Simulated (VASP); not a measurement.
# LaIn3 (Pm-3m) in VASP: notebook

LaIn3 is run at these levels: LDA; tasks: single point.

All numbers are computed with VASP 6.6.1; they aren't measurements. Logs are shortened: lines on timing, memory, paths and dates and some standing lists are left out, and cuts for length are marked.

**1. The cell of the first run**

Symmetry: Pm-3m, No. 221, cubic system. The conventional cell has a = 4.774 Å, b = 4.774 Å, c = 4.774 Å, α = 90.00°, β = 90.00°, γ = 90.00°. Within 4.4 Å of La (site symmetry m-3m) lie 12 In at 3.38 Å. In (site symmetry 4/mmm) has 4 La at 3.38 Å and 8 In at 3.38 Å within 4.4 Å.

**2. Single point, LDA**

INCAR

```
SYSTEM = LaIn3
PREC = Accurate
ENCUT = 520
EDIFF = 1E-6
ISMEAR = -1
SIGMA = 0.1
LREAL = .False.
LASPH = .True.
NELM = 60
ALGO = Normal
ISIF = 2
LWAVE = .False.
LCHARG = .False.
GGA = CA
NBANDS = 33
```

KPOINTS

```
Automatic mesh
0
Gamma
  2 2 2
  0 0 0
```

POSCAR

```
LaIn3
1.0
    4.7740503900      0.0000000000      0.0000000000
    0.0000000000      4.7740503900      0.0000000000
    0.0000000000      0.0000000000      4.7740503900
La In
1 3
Direct
    0.0000000000      0.0000000000      0.0000000000
    0.5000000000      0.0000000000      0.5000000000
    0.0000000000      0.5000000000      0.5000000000
    0.5000000000      0.5000000000      0.0000000000
```

Potentials or basis: VASP PAW LDA potentials, release 64 (La, In_d).

Run with:

```console
> cat potpaw_LDA.64/La/POTCAR potpaw_LDA.64/In_d/POTCAR > POTCAR
> mpirun -np 1 vasp_std > vasp.out
```

OUTCAR:

```text
SYSTEM = LaIn3
   PREC = Accurate
   ENCUT = 520
   EDIFF = 1E-6
   ISMEAR = -1
   LREAL = .False.
   LASPH = .True.
   NELM = 60
   ISIF = 2
   GGA = CA

 ion  position               nearest neighbor table
   1  0.000  0.000  0.000-   2 3.38   3 3.38   4 3.38   2 3.38   3 3.38   3 3.38   4 3.38   3 3.38
                             2 3.38   4 3.38   2 3.38   4 3.38
   2  0.500  0.000  0.500-   1 3.38   3 3.38   4 3.38   1 3.38   4 3.38   3 3.38   4 3.38   4 3.38
                             1 3.38   3 3.38   1 3.38   3 3.38
   3  0.000  0.500  0.500-   1 3.38   2 3.38   4 3.38   1 3.38   4 3.38   1 3.38   2 3.38   1 3.38
                             2 3.38   4 3.38   4 3.38   2 3.38
   4  0.500  0.500  0.000-   1 3.38   2 3.38   3 3.38   2 3.38   3 3.38   1 3.38   2 3.38   2 3.38
                             1 3.38   3 3.38   3 3.38   1 3.38

  LATTYP: Found a simple cubic cell.
 ALAT       =     4.7740503900

  Lattice vectors:

 A1 = (   4.7740503900,   0.0000000000,   0.0000000000)
 A2 = (   0.0000000000,   4.7740503900,   0.0000000000)
 A3 = (   0.0000000000,   0.0000000000,   4.7740503900)

Analysis of symmetry for initial positions (statically):
=====================================================================
 Subroutine PRICEL returns:
 Original cell was already a primitive cell.

 Routine SETGRP: Setting up the symmetry group for a
 simple cubic supercell.

 Subroutine GETGRP returns: Found 48 space group operations
 (whereof 48 operations were pure point group operations)
 out of a pool of 48 trial point group operations.

The static configuration has the point symmetry O_h .

Analysis of symmetry for dynamics (positions and initial velocities):
=====================================================================
 Subroutine PRICEL returns:
 Original cell was already a primitive cell.

 Routine SETGRP: Setting up the symmetry group for a
 simple cubic supercell.

 Subroutine GETGRP returns: Found 48 space group operations
 (whereof 48 operations were pure point group operations)
 out of a pool of 48 trial point group operations.

The dynamic configuration has the point symmetry O_h .

 Subroutine INISYM returns: Found 48 space group operations
 (whereof 48 operations are pure point group operations),
 and found     1 'primitive' translations

----------------------------------------------------------------------------------------

                                     Primitive cell

  volume of cell :     108.8080

  direct lattice vectors                    reciprocal lattice vectors
     4.774050390  0.000000000  0.000000000     0.209465740  0.000000000  0.000000000
     0.000000000  4.774050390  0.000000000     0.000000000  0.209465740  0.000000000
     0.000000000  0.000000000  4.774050390     0.000000000  0.000000000  0.209465740

  length of vectors
     4.774050390  4.774050390  4.774050390     0.209465740  0.209465740  0.209465740

  position of ions in fractional coordinates (direct lattice)
     0.000000000  0.000000000  0.000000000
     0.500000000  0.000000000  0.500000000
     0.000000000  0.500000000  0.500000000
     0.500000000  0.500000000  0.000000000

  ion indices of the primitive-cell ions
   primitive index   ion index
                 1           1
                 2           2
                 3           3
                 4           4

----------------------------------------------------------------------------------------

 KPOINTS: Automatic mesh

Automatic generation of k-mesh.
 Grid dimensions read from file:
 generate k-points for:    2    2    2

 Generating k-lattice:

  Cartesian coordinates                     Fractional coordinates (reciprocal lattice)
     0.104732870  0.000000000  0.000000000     0.500000000  0.000000000  0.000000000
     0.000000000  0.104732870  0.000000000     0.000000000  0.500000000  0.000000000
     0.000000000  0.000000000  0.104732870     0.000000000  0.000000000  0.500000000

  Length of vectors
     0.104732870  0.104732870  0.104732870

  Shift w.r.t. Gamma in fractional coordinates (k-lattice)
     0.000000000  0.000000000  0.000000000

 Subroutine IBZKPT returns following result:
 ===========================================

 Found      4 irreducible k-points:

 Following reciprocal coordinates:
            Coordinates               Weight
  0.000000  0.000000  0.000000      1.000000
  0.500000  0.000000  0.000000      3.000000
  0.500000  0.500000  0.000000      3.000000
  0.500000  0.500000  0.500000      1.000000
   k-points           NKPTS =      4   k-points in BZ     NKDIM =      4   number of bands    NBANDS=     33
   number of dos      NEDOS =    301   number of ions     NIONS =      4
   total plane-waves  NPLWV =  46656
   dimension x,y,z NGX =    36 NGY =   36 NGZ =   36
   dimension x,y,z NGXF=    72 NGYF=   72 NGZF=   72
   ions per type =               1   3
   NGX,Y,Z   is equivalent  to a cutoff of  12.54, 12.54, 12.54 a.u.
   NGXF,Y,Z  is equivalent  to a cutoff of  25.07, 25.07, 25.07 a.u.
 SYSTEM =  LaIn3
   PREC   = accura    normal or accurate (medium, high low for compatibility)
   ISTART =      0    job   : 0-new  1-cont  2-samecut
   ICHARG =      2    charge: 1-file 2-atom 10-const
   ISPIN  =      1    spin polarized calculation?
   LNONCOLLINEAR =      F non collinear calculations
   LSORBIT =      F    spin-orbit coupling
   LASPH  =      T    aspherical Exc in radial PAW
   ENCUT  =  520.0 eV  38.22 Ry    6.18 a.u.   8.88  8.88  8.88*2*pi/ulx,y,z
   NELM   =     60;   NELMIN=  2; NELMDL= -5     # of ELM steps
   EDIFF  = 0.1E-05   stopping-criterion for ELM
   LREAL  =      F    real-space projection
   EDIFFG = 0.1E-04   stopping-criterion for IOM
   NSW    =      0    number of steps for IOM
   IBRION =     -1    ionic relax: 0-MD 1-quasi-New 2-CG
   NFREE  =      0    steps in history (QN), initial steepest desc. (CG)
   ISIF   =      2    stress and relaxation
   ISYM   =      2    0-nonsym 1-usesym 2-fastsym
   POTIM  = 0.5000    time-step for ionic-motion
   TEBEG  =    0.0;   TEEND  =   0.0 temperature during run
   PSTRESS=    0.0 pullay stress
   NELECT =      50.0000    total number of electrons
   NUPDOWN=      -1.0000    fix difference up-down
   EMIN   =  10.00;   EMAX   =-10.00  energy-range for DOS
   EFERMI =   0.00;   METHOD = LEGACY
   ISMEAR =    -1;   SIGMA  =   0.10  broadening in eV -4-tet -1-fermi 0-gaus
   EFERMI_NEDOS =   21; number of points for ismear=-14 and -15
   IALGO  =     38    algorithm
   IMIX   =      4    mixing-type and parameters
     AMIX     =   0.40;   BMIX     =  1.00
     AMIX_MAG =   1.60;   BMIX_MAG =  1.00
  volume/ion in A,a.u.               =      27.20       183.57
  Fermi-wavevector in a.u.,A,eV,Ry     =   1.263314  2.387317 21.714371  1.595961
  Thomas-Fermi vector in A             =   2.396677
   LORBIT       =      0    0 simple, 1 ext, 2 COOP (PROOUT), +10 PAW based schemes
   GGA     = CA    functional components
   LHFCALC =     F    Hartree Fock is set to
   AEXX    =    0.0000 exact exchange contribution
   IVDW    =     0    specifies the selected vdW correction
   LEPSILON=     F    determine dielectric tensor
   LRPA    =     F    only Hartree local field effects (RPA)
 non-spin polarized calculation
  energy-cutoff  :      520.00
  volume of cell :      108.81
 maximum number of plane-waves:      3016
 NGX is ok and might be reduce to    36
   NGX = 17   NGY = 17   NGZ = 17

 number of electron      50.0000043 magnetization

 Free energy of the ion-electron system (eV)
  ---------------------------------------------------
  ext. energy  EPLUGINS =         0.00000000
  ---------------------------------------------------
  free energy    TOTEN  =       -17.49202899 eV

  energy without entropy =      -17.42407539  energy(sigma->0) =      -17.45805219

 E-fermi :   7.6248     XC(G=0): -10.5520

 val. band max:        7.4635880607   @ k =   0.5000   0.5000   0.0000
 cond. band min:       8.9289426189   @ k =   0.5000   0.0000   0.0000
 fundamental gap:      1.4653545582
 Fermi energy:         7.6247552752

 k-point     1 :       0.0000    0.0000    0.0000
  band No.  band energies     occupation
      1     -24.6332      2.00000
      2      -8.4027      2.00000
      3      -8.4027      2.00000
      4      -8.4027      2.00000
      5      -6.6817      2.00000
      6      -6.6797      2.00000
[... 25 lines left out ...]
     32       9.9161      0.00000
     33      10.0960      0.00000

 k-point     2 :       0.5000    0.0000    0.0000
  band No.  band energies     occupation
      1     -24.6287      2.00000
      2      -8.6000      2.00000
      3      -8.4626      2.00000
      4      -8.4626      2.00000
      5      -6.6538      2.00000
      6      -6.5285      2.00000
[... 25 lines left out ...]
     32       9.8726      0.00000
     33      10.0229      0.00000

 k-point     3 :       0.5000    0.5000    0.0000
  band No.  band energies     occupation
      1     -24.6252      2.00000
      2      -8.5496      2.00000
      3      -8.5496      2.00000
      4      -8.5089      2.00000
      5      -6.5538      2.00000
      6      -6.5538      2.00000
[... 25 lines left out ...]
     32       9.7354      0.00000
     33       9.7593      0.00000

 k-point     4 :       0.5000    0.5000    0.5000
  band No.  band energies     occupation
      1     -24.6224      2.00000
      2      -8.4890      2.00000
      3      -8.4890      2.00000
      4      -8.4890      2.00000
      5      -6.5840      2.00000
      6      -6.5840      2.00000
[... 25 lines left out ...]
     32       9.6811      0.00000
     33       9.8096      0.00000

------------------------ aborting loop because EDIFF is reached ----------------------------------------

  FORCE on cell =-STRESS in cart. coord.  units (eV):
  Direction    XX          YY          ZZ          XY          YZ          ZX
  --------------------------------------------------------------------------------------
  -------------------------------------------------------------------------------------
  Total       -2.9518091     -2.9518091     -2.9518091      0.0000000      0.0000000      0.0000000
  in kB      -43.4648164    -43.4648164    -43.4648164      0.0000000      0.0000000      0.0000000
  external PRESSURE =     -43.4648164 kB  Pullay stress =       0.0000000 kB

 VOLUME and BASIS-vectors are now :
 -----------------------------------------------------------------------------
  energy-cutoff  :      520.00
  volume of cell :      108.81
      direct lattice vectors                 reciprocal lattice vectors
     4.774050390  0.000000000  0.000000000     0.209465740  0.000000000  0.000000000
     0.000000000  4.774050390  0.000000000     0.000000000  0.209465740  0.000000000
     0.000000000  0.000000000  4.774050390     0.000000000  0.000000000  0.209465740

 POSITION                                       TOTAL-FORCE (eV/Angst)
 -----------------------------------------------------------------------------------
      0.00000      0.00000      0.00000         0.000000      0.000000      0.000000
      2.38703      0.00000      2.38703         0.000000      0.000000      0.000000
      0.00000      2.38703      2.38703         0.000000      0.000000      0.000000
      2.38703      2.38703      0.00000         0.000000      0.000000      0.000000
 -----------------------------------------------------------------------------------
    total drift:                                0.000000      0.000000      0.000000

  FREE ENERGIE OF THE ION-ELECTRON SYSTEM (eV)
  ---------------------------------------------------
  free  energy   TOTEN  =       -17.4920289949 eV

  energy  without entropy=      -17.4240753918  energy(sigma->0) =      -17.45805219
```

Run time: 10 s. Hardware: 1 thread of AMD EPYC 9R45 (Zen 5), shared host; peak memory 0.15 GiB.

Results:

* Free energy: -17.4920 eV
* Pressure: -4.3 GPa
* Band gap on the k mesh: zero (band 25 reaches 7.46 eV, above the bottom of band 26 at 6.54 eV)

Levels at points of the mesh, in eV from the Fermi level:
```csv
k point,band 22,band 23,band 24,band 25,band 26,band 27,band 28,band 29
"(0.00, 0.00, 0.00)",-2.87,-0.86,-0.86,-0.86,1.58,1.58,1.58,2.06
"(0.50, 0.00, 0.00)",-1.84,-1.15,-1.15,-0.78,1.30,1.30,1.77,2.04
"(0.50, 0.50, 0.00)",-4.67,-2.77,-0.16,-0.16,1.32,1.39,1.59,1.59
"(0.50, 0.50, 0.50)",-4.76,-3.09,-1.09,-1.09,-1.09,1.99,1.99,1.99
```

Caveat: the k points lie up to 0.66 Å⁻¹ apart; spin-orbit coupling is left out, which moves the levels of the heavy elements.

**3. Single point, LDA**

INCAR

```
ALGO = Normal
EDIFF = 1E-7
ENCUT = 520
ISIF = 2
ISMEAR = -1
LASPH = T
LCHARG = F
LREAL = F
LWAVE = F
NBANDS = 33
NELM = 80
PREC = Accurate
SIGMA = 0.1
```

KPOINTS

```
k-points
0
Gamma
  3 3 3
```

POSCAR is that of step 2.

Potentials or basis: VASP PAW LDA potentials, release 64 (La, In_d).

Run with:

```console
> cat potpaw_LDA.64/La/POTCAR potpaw_LDA.64/In_d/POTCAR > POTCAR
> mpirun -np 1 vasp_std > vasp.out
```

Run time: 11 s. Hardware: 1 thread of AMD EPYC 9R45 (Zen 5), shared host; peak memory 0.15 GiB.

Results (log left out):

| Quantity | Value |
| --- | --- |
| Free energy | -17.1785 eV |
| Pressure | -3.8 GPa |
| Band gap on the k mesh | zero (band 25 reaches 7.74 eV, above the bottom of band 26 at 7.21 eV) |

Levels at points of the mesh, in eV from the Fermi level:
| k point | band 21 | band 22 | band 23 | band 24 | band 25 | band 26 | band 27 | band 28 | band 29 | band 30 |
| --- | --- | --- | --- | --- | --- | --- | --- | --- | --- | --- |
| (0.00, 0.00, 0.00) | -2.92 | -2.92 | -0.86 | -0.86 | -0.86 | 1.55 | 1.55 | 1.55 | 2.06 | 2.30 |

Caveat: the k points lie up to 0.44 Å⁻¹ apart; spin-orbit coupling is left out, which moves the levels of the heavy elements.

[end of part 1 of 2]
